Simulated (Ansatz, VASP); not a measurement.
# P: VASP beside Ansatz

```
P
1.0
     2.33735    0.00000    0.00524
     0.00000    2.33724    0.00000
    -0.00951    0.00000    4.79295
P
2
Cartesian
  -0.0024 0.0000 1.1982
  2.3302 0.0000 3.6000
```

Change from the starting cell: strain -0.040 along x and y, +0.000 along z, atoms carried along.

Alike in both runs: task single point; functional PBEsol; k mesh 24 × 24 × 12; occupations gaussian, width 0.15 eV; no spin polarisation.

```csv
,VASP,Ansatz
version,VASP 6.6.1,Ansatz 0.2.0
potentials or method,"VASP PAW PBE potentials, release 64 (P), cutoff 520 eV","scalar-relativistic, plane waves, PAW"
valence electrons in the cell,10,10
```

|  | VASP | Ansatz | Ansatz less VASP |
| --- | --- | --- | --- |
| gap on the k mesh at the Fermi level (eV) | none | none | - |
| pressure (GPa) | 12.3 | 12.2 | -0.10 |
| traceless stress, the component that is largest in VASP (GPa) | -5.30 | -5.31 | -0.012 |

VASP's potentials were made for PBE, not for PBEsol. A gap of «none» marks a metal or a gap that the smearing closes. With one functional, cell and mesh, what is left measures potentials, basis and numerics.
